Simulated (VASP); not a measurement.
A run of VASP 6.6.1 is set up as follows.

INCAR

```
PREC = Accurate ; ENCUT = 600
EDIFF = 1E-6 ; ISMEAR = 0
SIGMA = 0.1 ; LREAL = F
LASPH = T ; NELM = 120
ALGO = Normal ; ISIF = 2
LWAVE = F ; LCHARG = T
GGA = PS ; LELF = T
LVHAR = T ; NBANDS = 34
GGA_COMPAT = F
```

File KPOINTS:

```
Automatic mesh
0
Gamma
  10 10 8
```

POSCAR

```
CoSi2
1.0
    2.7757853390      2.7757853390      0.0000000000
   -2.6263710564      2.6263710564      0.0000000000
    0.0000000000      0.0000000000      5.2527421128
Co Si
2 4
Direct
    0.0000000000      0.0000000000      0.0000000000
    0.5000000000      0.5000000000      0.5000000000
    0.0000000000      0.5000000000      0.7458879037
    0.5000000000      0.0000000000      0.7541120963
    0.5000000000      0.0000000000      0.2458879037
    0.0000000000      0.5000000000      0.2541120963
```

Potentials or basis: VASP PAW PBE potentials, release 64 (Co_sv, Si).

Run with:

```bash
$ cat potpaw_PBE.64/Co_sv/POTCAR potpaw_PBE.64/Si/POTCAR > POTCAR
$ mpirun -np 1 vasp_std > vasp.out
```

**Question.** Predict the largest force.

**Answer.** 0.182 eV/Å.

**Question.** What does it give for the pressure?

**Answer.** -4.5 GPa.

**Question.** Predict the band gap on the k mesh.

**Answer.** Zero (bands 25 and 26 overlap by 2.87 eV).

Forces in eV/Å, atoms in the order of the input:
```
Co   0.000  0.000  0.000
Co   0.000  0.000  0.000
Si   0.000  0.000 -0.182
Si   0.000  0.000  0.182
Si   0.000  0.000 -0.182
Si   0.000  0.000  0.182
```

Caveat: the cell differs from its parent crystal (uniaxial strain along a: +4.5 %); the cell stands under tension; the PAW data sets were made with another functional, which shifts forces and pressure a little; the run has no spin polarisation, though such a crystal can be magnetic. Spin polarisation is off, so any magnetic state and its effect on volume and gap are missing.
